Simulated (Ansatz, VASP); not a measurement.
# PbSe: VASP beside Ansatz

File POSCAR:

```
PbSe
1.0
    0.0000000000      3.0621500000      3.0621500000
    3.0621500000      0.0000000000      3.0621500000
    3.0621500000      3.0621500000      0.0000000000
Pb Se
1 1
Direct
    0.0000000000      0.0000000000      0.0000000000
    0.5816419836      0.5816419836      0.4183580164
```

File INCAR.step1:

```
ALGO = Normal
EDIFF = 1E-4
ENCUT = 520
GGA = PE
ISMEAR = 0
LASPH = T
LCHARG = F
LREAL = F
LWAVE = T
NBANDS = 17
NELM = 100
PREC = Accurate
SIGMA = 0.05
```

The input INCAR.step2:

```
ALGO = Normal
EDIFF = 1E-6
ENCUT = 520
ISIF = 2
ISMEAR = 0
ISTART = 1
LASPH = T
LCHARG = F
LMIXTAU = T
LREAL = F
LWAVE = F
METAGGA = R2SCAN
NBANDS = 17
NELM = 100
PREC = Accurate
SIGMA = 0.05
```

File KPOINTS:

```
k-points
0
Gamma
  10 10 10
```

Input for Ansatz:

```yaml
crystal:
  lattice:
    - [0.0, 3.06215, 3.06215]
    - [3.06215, 0.0, 3.06215]
    - [3.06215, 3.06215, 0.0]
  atoms:
    - { symbol: Pb, position: [0.0, 0.0, 0.0] }
    - { symbol: Se, position: [0.5816419836, 0.5816419836, 0.4183580164] }
basis:
  ecutwfc: 500
kpoints:
  mp_grid: { grid: [10, 10, 10] }
hamiltonian:
  xc: r2scan
scf:
  occupations: { method: gaussian, width: 0.05 }
output:
  forces: true
  stress: true
  eigenvalues: true
```

Change from the starting cell: all Se atoms moved -0.500 Å, as atom 2 towards its neighbour atom 1 (Pb) at 3.062 Å.

Alike in both runs: task single point; functional r2SCAN; k mesh 10 × 10 × 10; occupations gaussian, width 0.05 eV; no spin polarisation.

|  | VASP | Ansatz |
| --- | --- | --- |
| version | VASP 6.6.1 | Ansatz 0.2.0 |
| potentials or method | VASP PAW PBE potentials, release 64 (Pb_d, Se), cutoff 520 eV | scalar-relativistic, plane waves, PAW |
| valence electrons in the cell | 20 | 30 |

|  | VASP | Ansatz | Ansatz less VASP |
| --- | --- | --- | --- |
| gap on the k mesh at the Fermi level (eV) | 1.56 | 1.55 | -0.001 |
| least direct gap on the mesh (eV) | 1.69 | 1.68 | -0.008 |
| pressure (GPa) | 5.8 | 5.8 | -0.03 |
| traceless stress, the component that is largest in VASP (GPa) | 7.99 | 7.95 | -0.045 |
| rms of the force components (eV/Å) | 1.040 | 1.031 | -0.0087 |

VASP's potentials were made for PBE, not for r2SCAN. Atom by atom the forces differ by 0.009 eV/Å (rms over components). The functional is the same, so the differences come from potentials, cutoffs and numerics. VASP's potentials hold 20 valence electrons a cell and Ansatz's 30, so a difference there can come from the potentials and not from the codes.

Spin-orbit coupling is off throughout.
